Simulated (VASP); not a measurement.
# MgO (P-6m2) in VASP: single point with r2SCAN

Aim: the single point of MgO with r2SCAN.

All numbers are computed with VASP 6.6.1; they aren't measurements. Logs are shortened: lines on timing, memory, paths and dates and some standing lists are left out, and cuts for length are marked.

### Step 1. The cell of the first run

The structure is hexagonal, space group P-6m2 (No. 187). Conventional cell: a = 2.938 Å, b = 2.938 Å, c = 2.680 Å, α = 90.00°, β = 90.00°, γ = 120.00°. Mg (site symmetry -6m2) has 6 O at 2.16 Å and 2 Mg at 2.68 Å within 2.9 Å. O (site symmetry -6m2) has 6 Mg at 2.16 Å and 2 O at 2.68 Å within 2.9 Å.

### Step 2. Single point, r2SCAN

POSCAR reads:

```
MgO
1.0
    2.9380209034      0.0000000000      0.0000000000
   -1.4690104517      2.5444007392      0.0000000000
    0.0000000000      0.0000000000      2.6796800000
Mg O
1 1
Direct
    0.0000000000      0.0000000000      0.0000000000
    0.3333333333      0.6666666667      0.5000000000
```

INCAR.step1 reads:

```
SYSTEM = MgO
PREC = Accurate
ENCUT = 520
ISMEAR = 0
SIGMA = 0.05
LREAL = .False.
LASPH = .True.
NELM = 80
NBANDS = 11
GGA = PE
ALGO = Normal
EDIFF = 1E-4
LWAVE = .True.
LCHARG = .False.
```

INCAR.step2 reads:

```
SYSTEM = MgO
PREC = Accurate
ENCUT = 520
EDIFF = 1E-7
ISMEAR = 0
SIGMA = 0.05
LREAL = .False.
LASPH = .True.
NELM = 80
ALGO = Normal
ISIF = 2
LWAVE = .False.
LCHARG = .True.
METAGGA = R2SCAN
LMIXTAU = .True.
LELF = .True.
LVHAR = .True.
NBANDS = 11
ISTART = 1
```

KPOINTS reads:

```
Automatic mesh
0
Gamma
  9 9 8
  0 0 0
```

Potentials or basis: VASP PAW PBE potentials, release 64 (Mg, O).

Command:

```bash
cat potpaw_PBE.64/Mg/POTCAR potpaw_PBE.64/O/POTCAR > POTCAR
cp INCAR.step1 INCAR
mpirun -np 1 vasp_std > vasp.out
cp INCAR.step2 INCAR
mpirun -np 1 vasp_std > vasp.out
```

OUTCAR:

```text
SYSTEM = MgO
   PREC = Accurate
   ENCUT = 520
   EDIFF = 1E-7
   ISMEAR = 0
   LREAL = .False.
   LASPH = .True.
   NELM = 80
   ISIF = 2
   METAGGA = R2SCAN
   ISTART = 1

 ion  position               nearest neighbor table
   1  0.000  0.000  0.000-   2 2.16   2 2.16   2 2.16   2 2.16   2 2.16   2 2.16
   2  0.333  0.667  0.500-   1 2.16   1 2.16   1 2.16   1 2.16   1 2.16   1 2.16

  LATTYP: Found a hexagonal cell.
 ALAT       =     2.9380209034
 C/A-ratio  =     0.9120697531

  Lattice vectors:

 A1 = (   2.9380209034,   0.0000000000,   0.0000000000)
 A2 = (  -1.4690104517,   2.5444007392,   0.0000000000)
 A3 = (   0.0000000000,   0.0000000000,   2.6796800000)

Analysis of symmetry for initial positions (statically):
=====================================================================
 Subroutine PRICEL returns:
 Original cell was already a primitive cell.

 Routine SETGRP: Setting up the symmetry group for a
 hexagonal supercell.

 Subroutine GETGRP returns: Found 12 space group operations
 (whereof 12 operations were pure point group operations)
 out of a pool of 24 trial point group operations.

The static configuration has the point symmetry D_3h.

Analysis of symmetry for dynamics (positions and initial velocities):
=====================================================================
 Subroutine PRICEL returns:
 Original cell was already a primitive cell.

 Routine SETGRP: Setting up the symmetry group for a
 hexagonal supercell.

 Subroutine GETGRP returns: Found 12 space group operations
 (whereof 12 operations were pure point group operations)
 out of a pool of 24 trial point group operations.

The dynamic configuration has the point symmetry D_3h.

 Subroutine INISYM returns: Found 12 space group operations
 (whereof 12 operations are pure point group operations),
 and found     1 'primitive' translations

----------------------------------------------------------------------------------------

                                     Primitive cell

  volume of cell :      20.0320

  direct lattice vectors                    reciprocal lattice vectors
     2.938020903  0.000000000  0.000000000     0.340365175  0.196509926  0.000000000
    -1.469010452  2.544400739  0.000000000     0.000000000  0.393019851  0.000000000
     0.000000000  0.000000000  2.679680000     0.000000000  0.000000000  0.373178887

  length of vectors
     2.938020903  2.938020903  2.679680000     0.393019851  0.393019851  0.373178887

  position of ions in fractional coordinates (direct lattice)
     0.000000000  0.000000000  0.000000000
     0.333333333  0.666666667  0.500000000

  ion indices of the primitive-cell ions
   primitive index   ion index
                 1           1
                 2           2

----------------------------------------------------------------------------------------

 KPOINTS: Automatic mesh

Automatic generation of k-mesh.
 Grid dimensions read from file:
 generate k-points for:    9    9    8

 Generating k-lattice:

  Cartesian coordinates                     Fractional coordinates (reciprocal lattice)
     0.037818353  0.021834436  0.000000000     0.111111111 -0.000000000  0.000000000
     0.000000000  0.043668872  0.000000000     0.000000000  0.111111111  0.000000000
     0.000000000  0.000000000  0.046647361     0.000000000  0.000000000  0.125000000

  Length of vectors
     0.043668872  0.043668872  0.046647361

  Shift w.r.t. Gamma in fractional coordinates (k-lattice)
     0.000000000  0.000000000  0.000000000

 Subroutine IBZKPT returns following result:
 ===========================================

 Found     60 irreducible k-points:

 Following reciprocal coordinates:
            Coordinates               Weight
  0.000000  0.000000  0.000000      1.000000
  0.111111 -0.000000  0.000000      6.000000
  0.222222 -0.000000  0.000000      6.000000
  0.333333 -0.000000  0.000000      6.000000
  0.444444 -0.000000  0.000000      6.000000
  0.111111  0.111111  0.000000      6.000000
[... 16 lines left out ...]
  0.333333  0.222222  0.125000     24.000000
  0.333333  0.333333  0.125000      4.000000
 [... further k-points ...]
   k-points           NKPTS =     60   k-points in BZ     NKDIM =     60   number of bands    NBANDS=     11
   number of dos      NEDOS =    301   number of ions     NIONS =      2
   total plane-waves  NPLWV =  11520
   dimension x,y,z NGX =    24 NGY =   24 NGZ =   20
   dimension x,y,z NGXF=    48 NGYF=   48 NGZF=   40
   ions per type =               1   1
   NGX,Y,Z   is equivalent  to a cutoff of  13.58, 13.58, 12.41 a.u.
   NGXF,Y,Z  is equivalent  to a cutoff of  27.16, 27.16, 24.82 a.u.
 SYSTEM =  MgO
   PREC   = accura    normal or accurate (medium, high low for compatibility)
   ISTART =      1    job   : 0-new  1-cont  2-samecut
   ICHARG =      0    charge: 1-file 2-atom 10-const
   ISPIN  =      1    spin polarized calculation?
   LNONCOLLINEAR =      F non collinear calculations
   LSORBIT =      F    spin-orbit coupling
   LASPH  =      T    aspherical Exc in radial PAW
   ENCUT  =  520.0 eV  38.22 Ry    6.18 a.u.   5.46  5.46  4.98*2*pi/ulx,y,z
   NELM   =     80;   NELMIN=  2; NELMDL=  0     # of ELM steps
   EDIFF  = 0.1E-06   stopping-criterion for ELM
   LREAL  =      F    real-space projection
   EDIFFG = 0.1E-05   stopping-criterion for IOM
   NSW    =      0    number of steps for IOM
   IBRION =     -1    ionic relax: 0-MD 1-quasi-New 2-CG
   NFREE  =      0    steps in history (QN), initial steepest desc. (CG)
   ISIF   =      2    stress and relaxation
   ISYM   =      2    0-nonsym 1-usesym 2-fastsym
   POTIM  = 0.5000    time-step for ionic-motion
   TEBEG  =    0.0;   TEEND  =   0.0 temperature during run
   PSTRESS=    0.0 pullay stress
   NELECT =       8.0000    total number of electrons
   NUPDOWN=      -1.0000    fix difference up-down
   EMIN   =  10.00;   EMAX   =-10.00  energy-range for DOS
   EFERMI =   0.00;   METHOD = LEGACY
   ISMEAR =     0;   SIGMA  =   0.05  broadening in eV -4-tet -1-fermi 0-gaus
   EFERMI_NEDOS =   21; number of points for ismear=-14 and -15
   IALGO  =     38    algorithm
   IMIX   =      4    mixing-type and parameters
     AMIX     =   0.40;   BMIX     =  1.00
     AMIX_MAG =   1.60;   BMIX_MAG =  1.00
  volume/ion in A,a.u.               =      10.02        67.59
  Fermi-wavevector in a.u.,A,eV,Ry     =   1.205583  2.278221 19.775115  1.453430
  Thomas-Fermi vector in A             =   2.341275
   LORBIT       =      0    0 simple, 1 ext, 2 COOP (PROOUT), +10 PAW based schemes
   METAGGA = R2SCAN    functional components
   LHFCALC =     F    Hartree Fock is set to
   AEXX    =    0.0000 exact exchange contribution
   IVDW    =     0    specifies the selected vdW correction
   LEPSILON=     F    determine dielectric tensor
   LRPA    =     F    only Hartree local field effects (RPA)
 non-spin polarized calculation
 Gauss-broadening in eV      SIGMA  =   0.05
  energy-cutoff  :      520.00
  volume of cell :       20.03
 maximum number of plane-waves:       562
 NGX is ok and might be reduce to    24
   NGX = 11   NGY = 11   NGZ =  9

 number of electron       7.9999996 magnetization

 Free energy of the ion-electron system (eV)
  ---------------------------------------------------
  ext. energy  EPLUGINS =         0.00000000
  ---------------------------------------------------
  free energy    TOTEN  =       -15.39751860 eV

  energy without entropy =      -15.39751860  energy(sigma->0) =      -15.39751860

 E-fermi :   3.2907     XC(G=0): -11.2161

 val. band max:        2.9467887274   @ k =   0.3333   0.3333   0.0000
 cond. band min:       6.7047914483   @ k =   0.0000   0.0000   0.0000
 fundamental gap:      3.7580027209
 Fermi energy:         3.2906574848

 k-point     1 :       0.0000    0.0000    0.0000
  band No.  band energies     occupation
      1     -15.4489      2.00000
      2       2.3220      2.00000
      3       2.3220      2.00000
      4       2.5359      2.00000
      5       6.7048      0.00000
      6      15.8274      0.00000
      7      19.5165      0.00000
      8      19.5165      0.00000
      9      24.0461      0.00000
     10      25.1567      0.00000
     11      26.9183      0.00000

 k-point     2 :       0.1111   -0.0000    0.0000
  band No.  band energies     occupation
      1     -15.3442      2.00000
      2       1.5665      2.00000
      3       2.2290      2.00000
      4       2.5760      2.00000
      5       7.4308      0.00000
      6      15.8297      0.00000
      7      18.4285      0.00000
      8      19.8568      0.00000
      9      24.9089      0.00000
     10      25.3239      0.00000
     11      27.1145      0.00000

 k-point     3 :       0.2222   -0.0000    0.0000
  band No.  band energies     occupation
      1     -15.0656      2.00000
      2       0.1555      2.00000
      3       2.0035      2.00000
      4       2.6799      2.00000
      5       8.7579      0.00000
      6      15.1876      0.00000
      7      17.8248      0.00000
      8      20.6810      0.00000
      9      24.2506      0.00000
     10      25.1417      0.00000
     11      27.8516      0.00000

 k-point     4 :       0.3333   -0.0000    0.0000
  band No.  band energies     occupation
      1     -14.7227      2.00000
      2      -1.1081      2.00000
      3       1.7626      2.00000
      4       2.8027      2.00000
      5       9.8454      0.00000
      6      14.4495      0.00000
      7      17.7197      0.00000
      8      21.5050      0.00000
      9      23.4669      0.00000
     10      25.2317      0.00000
     11      29.4860      0.00000
[... 239 lines left out ...]
 k-point    22 :       0.2222    0.2222    0.1250
  band No.  band energies     occupation
      1     -14.4626      2.00000
      2      -0.9612      2.00000
      3       0.9438      2.00000
      4       2.1637      2.00000
      5      11.0526      0.00000
      6      14.6082      0.00000
      7      17.9198      0.00000
      8      20.0296      0.00000
      9      22.8759      0.00000
     10      24.7212      0.00000
     11      28.9575      0.00000

 k-point    23 :       0.3333    0.2222    0.1250
  band No.  band energies     occupation
      1     -14.2823      2.00000
      2      -1.1920      2.00000
      3       0.3683      2.00000
      4       2.2721      2.00000
      5      11.6400      0.00000
      6      14.8040      0.00000
      7      17.0901      0.00000
      8      20.8299      0.00000
      9      21.9898      0.00000
     10      25.5228      0.00000
     11      28.7201      0.00000

 k-point    24 :       0.3333    0.3333    0.1250
  band No.  band energies     occupation
      1     -14.2203      2.00000
      2      -0.5970      2.00000
      3      -0.5879      2.00000
      4       2.3101      2.00000
      5      12.0046      0.00000
      6      15.4083      0.00000
      7      16.2777      0.00000
      8      21.2632      0.00000
      9      21.6898      0.00000
     10      25.6112      0.00000
     11      28.3448      0.00000

 [... further k-points ...]
[... 5 lines left out ...]
  --------------------------------------------------------------------------------------
  -------------------------------------------------------------------------------------
  Total       -0.7372840     -0.7372840     -0.8696144      0.0000000      0.0000000      0.0000000
  in kB      -58.9687706    -58.9687706    -69.5526952      0.0000000      0.0000000      0.0000000
  external PRESSURE =     -62.4967455 kB  Pullay stress =       0.0000000 kB

 VOLUME and BASIS-vectors are now :
 -----------------------------------------------------------------------------
  energy-cutoff  :      520.00
  volume of cell :       20.03
      direct lattice vectors                 reciprocal lattice vectors
     2.938020903  0.000000000  0.000000000     0.340365175  0.196509926  0.000000000
    -1.469010452  2.544400739  0.000000000     0.000000000  0.393019851  0.000000000
     0.000000000  0.000000000  2.679680000     0.000000000  0.000000000  0.373178887

 POSITION                                       TOTAL-FORCE (eV/Angst)
 -----------------------------------------------------------------------------------
      0.00000      0.00000      0.00000         0.000000      0.000000      0.000000
     -0.00000      1.69627      1.33984        -0.000000      0.000000      0.000000
 -----------------------------------------------------------------------------------
    total drift:                                0.000000     -0.000000     -0.000000

  FREE ENERGIE OF THE ION-ELECTRON SYSTEM (eV)
  ---------------------------------------------------
  free  energy   TOTEN  =       -15.3975186007 eV

  energy  without entropy=      -15.3975186007  energy(sigma->0) =      -15.39751860
```

It took 52 s on 1 thread of AMD EPYC 7R13 (Zen 3), shared host; peak memory 0.11 GiB.

What came out:

| Item | Value |
| --- | --- |
| Free energy | -15.3975 eV |
| Pressure | -6.2 GPa |
| Band gap on the k mesh | 3.76 eV, indirect (least direct gap 4.17 eV) |

Stress tensor (GPa, compression positive):
```
-5.90  0.00  0.00
 0.00 -5.90  0.00
 0.00  0.00 -6.96
```

Levels at points of the mesh, in eV from the valence-band top:
```tsv
k point	band 1	band 2	band 3	band 4	band 5	band 6	band 7	band 8
(0.00, 0.00, 0.00)	-18.40	-0.62	-0.62	-0.41	3.76	12.88	16.57	16.57
(0.00, 0.00, 0.50)	-17.35	-5.35	-0.10	-0.10	9.17	9.91	18.58	18.58
```

Caveat: the PAW data sets were made with another functional, which shifts forces and pressure a little.
